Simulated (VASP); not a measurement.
# TiO2: single point with PBE

The system is TiO2.

```
Ti O
1.0
    -3.79922    0.00000    0.00000
     0.00000   -3.79922    0.00000
     0.00000    0.00000   10.19690
Ti O
4 8
Cartesian
  0.0000 -3.7992 6.0606
  -1.8996 -1.8996 1.2121
  -1.8996 0.0000 3.6363
  0.0000 -1.8996 8.4848
  0.0000 0.0000 8.0630
  -1.8996 -1.8996 3.2146
  -1.8996 0.0000 5.6388
  0.0000 -1.8996 0.7904
  -1.8996 0.0000 1.6339
  0.0000 -1.8996 6.4823
  0.0000 0.0000 4.0581
  -1.8996 -1.8996 8.9065
```

| Quantity | Value |
| --- | --- |
| Program | VASP 6.6.1 |
| Task | single point |
| Functional | PBE |
| Potentials or basis | VASP PAW PBE potentials, release 64 (Ti_sv, O) |
| Cutoff | 520 eV |
| k mesh | 7 × 7 × 3 |
| Occupations | gaussian, width 0.05 eV |
| Spin | no spin polarisation |

```
Pressure               : -4.9 GPa
Largest force          : 0.976 eV/Å
Band gap on the k mesh : 1.80 eV, indirect (least direct gap 2.02 eV)
```

Forces on the atoms (eV/Å):
```
Ti   0.000  0.000  0.140
Ti   0.000  0.000 -0.315
Ti   0.000  0.000 -0.140
Ti   0.000  0.000  0.315
O    0.000  0.000  0.027
O    0.000  0.000 -0.412
O    0.000  0.000 -0.062
O    0.000  0.000 -0.976
O    0.000  0.000 -0.027
O    0.000  0.000  0.412
O    0.000  0.000  0.062
O    0.000  0.000  0.976
```

Stress tensor (GPa, compression positive):
```
-8.59  0.00  0.00
 0.00  0.88  0.00
 0.00  0.00 -7.01
```

Levels at points of the mesh, in eV from the valence-band top:
| k point | band 45 | band 46 | band 47 | band 48 | band 49 | band 50 | band 51 | band 52 |
| --- | --- | --- | --- | --- | --- | --- | --- | --- |
| (0.00, 0.00, 0.00) | -0.70 | -0.68 | -0.47 | -0.22 | 1.80 | 2.06 | 2.22 | 2.40 |

Run time: 4 min on 1 thread of Intel(R) Xeon(R) Platinum 8488C (Sapphire Rapids) (shared host), peak memory 0.36 GiB.

A k mesh can miss the band edges. A hybrid or GW would open this gap; PBE tends to underestimate it.
